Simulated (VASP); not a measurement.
Input of a VASP 6.6.1 run:

File INCAR:

```
SYSTEM = GeSe5
PREC = Accurate
ENCUT = 600
EDIFF = 1E-6
ISMEAR = 0
SIGMA = 0.1
LREAL = .False.
LASPH = .True.
NELM = 60
ALGO = Normal
ISIF = 3
LWAVE = .False.
LCHARG = .False.
GGA = PE
IBRION = 2
NSW = 100
EDIFFG = -0.01
```

The input KPOINTS:

```
Automatic mesh
0
Gamma
  6 6 6
  0 0 0
```

Contents of POSCAR:

```
GeSe5
1.0
    3.6055033823      2.0816383483      3.4708762537
   -3.6055033823      2.0816383483      3.4708762537
    0.0000000000     -4.1632766966      3.4708762537
Ge Se
1 5
Direct
    0.5000000000      0.5000000000      0.5000000000
    0.5000000000      0.0000000000      0.5000000000
    0.5000000000      0.5000000000      0.0000000000
    0.0000000000      0.5000000000      0.5000000000
    0.1813801366      0.1813801366      0.1813801366
    0.8186198634      0.8186198634      0.8186198634
```

Potentials or basis: VASP PAW PBE potentials, release 64 (Ge_d, Se).

The run is started by

```bash
$ cat potpaw_PBE.64/Ge_d/POTCAR potpaw_PBE.64/Se/POTCAR > POTCAR
$ mpirun -np 1 vasp_std > vasp.out
```

Predict the relaxed cell.

a = 5.372 Å, b = 5.372 Å, c = 5.372 Å, α = 83.26°, β = 83.26°, γ = 83.26°.

Estimate the relaxed volume.

25.33 Å³/atom.

What does it give for the band gap on the k mesh?

Zero (band 22 reaches 3.13 eV, above the bottom of band 23 at 2.43 eV).

Step by step:
| step | energy change (eV) | largest force (eV/Å) | pressure (GPa) | volume (Å³) |
| --- | --- | --- | --- | --- |
| 1 | 0.0000 | 0.0051 | -0.65 | 156.30 |
| 2 | -0.0043 | 0.1404 | 0.06 | 153.92 |
| 3 | -0.0043 | 0.1291 | 0.05 | 154.10 |
| 4 | -0.0044 | 0.1215 | 0.01 | 154.22 |
| 5 | -0.0060 | 0.0960 | -0.02 | 153.83 |
| 6 | -0.0077 | 0.0178 | -0.05 | 152.65 |
| 7 | -0.0077 | 0.0252 | -0.03 | 152.76 |
| 8 | -0.0082 | 0.0234 | 0.02 | 152.48 |
| 9 | -0.0087 | 0.0199 | 0.11 | 151.83 |
| 10 | -0.0086 | 0.0361 | -0.12 | 152.28 |
| 11 | -0.0088 | 0.0026 | -0.01 | 152.01 |
